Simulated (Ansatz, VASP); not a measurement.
## SnO2 in VASP and in Ansatz

```xyz
6
Lattice="-1.9861 1.9861 5.0902 1.9861 -1.9861 5.0902 1.9861 1.9861 -5.0902" Properties=species:S:1:pos:R:3 pbc="T T T"
Sn    0.0000    1.9861    2.5451
Sn    0.0000    0.0000    0.0000
O     0.0000    0.0000    8.3137
O     0.0000    1.9861    4.6117
O     0.0000    0.0000    2.0666
O     0.0000    1.9861    0.4785
```

Alike in both runs: task single point; functional LDA; k mesh 10 × 10 × 10; occupations gaussian, width 0.05 eV; no spin polarisation.

|  | VASP | Ansatz |
| --- | --- | --- |
| version | VASP 6.6.1 | Ansatz 0.2.0 |
| potentials or method | VASP PAW LDA potentials, release 64 (Sn_d, O), cutoff 520 eV | scalar-relativistic, plane waves, PAW |
| valence electrons in the cell | 52 | 52 |

Ansatz gave:

```
gap on the k mesh at the Fermi level (eV)                     : 1.72
least direct gap on the mesh (eV)                             : 2.04
pressure (GPa)                                                : 4.6
traceless stress, the component that is largest in VASP (GPa) : 7.67
rms of the force components (eV/Å)                            : 1.344
```

Task: Estimate VASP's values.

Result: gap on the k mesh at the Fermi level (eV): 1.75; least direct gap on the mesh (eV): 2.07; pressure (GPa): 5.5; traceless stress, the component that is largest in VASP (GPa): 8.02; rms of the force components (eV/Å): 1.363.

LDA's correlation is that of Perdew and Zunger in VASP and of Perdew and Wang (1992) in Ansatz. Atom by atom the forces differ by 0.024 eV/Å (rms over components).
